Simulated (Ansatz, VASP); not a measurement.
# W: VASP beside Ansatz

```
CELL_PARAMETERS angstrom
-1.57654 1.57654 1.57654
1.57654 -1.57654 1.57654
1.57654 1.57654 -1.57654
ATOMIC_POSITIONS crystal
W 0.00000 0.00000 0.00000
```

Alike in both runs: functional PBEsol; k mesh 16 × 16 × 16; occupations gaussian, width 0.1 eV; no spin polarisation.

Ansatz relaxed the structure, and its values are those at the end. VASP's run is a single point on that final structure, the one shown.

|  | VASP | Ansatz |
| --- | --- | --- |
| version | VASP 6.6.1 | Ansatz 0.2.0 |
| potentials or method | VASP PAW PBE potentials, release 64 (W_sv) | scalar-relativistic, plane waves, PAW |
| plane-wave cutoff (eV) | 520 | 420 |
| valence electrons in the cell | 14 | 14 |

|  | VASP | Ansatz | Ansatz less VASP |
| --- | --- | --- | --- |
| gap on the k mesh at the Fermi level (eV) | none | none | - |
| pressure (GPa) | 0.7 | 0.0 | -0.65 |

VASP's potentials were made for PBE, not for PBEsol. A gap of «none» marks a metal or a gap that the smearing closes.

Spin-orbit coupling is off throughout.
